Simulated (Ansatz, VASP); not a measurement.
## Two plane-wave programs on HfC

```
Hf C
1.0
     0.00000    2.52303    2.52303
     2.52303    0.00000    2.52303
     2.52303    2.52303    0.00000
Hf C
1 1
Direct
  0.00000 0.00000 0.00000
  0.25000 0.25000 0.25000
```

Alike in both runs: task single point; functional PBE; k mesh 12 × 12 × 12; occupations gaussian, width 0.05 eV; no spin polarisation.

```csv
,VASP,Ansatz
version,VASP 6.6.1,Ansatz 0.2.0
potentials or method,"VASP PAW PBE potentials, release 64 (Hf_pv, C), cutoff 520 eV","scalar-relativistic, plane waves, PAW"
valence electrons in the cell,14,30
```

|  | VASP | Ansatz | Ansatz less VASP |
| --- | --- | --- | --- |
| gap on the k mesh at the Fermi level (eV) | 0.29 | 0.29 | -0.004 |
| least direct gap on the mesh (eV) | 0.29 | 0.29 | -0.004 |
| pressure (GPa) | -0.5 | -0.2 | +0.38 |

VASP's potentials hold 14 valence electrons a cell and Ansatz's 30, so a difference there can come from the potentials and not from the codes.

Spin-orbit coupling is off throughout.
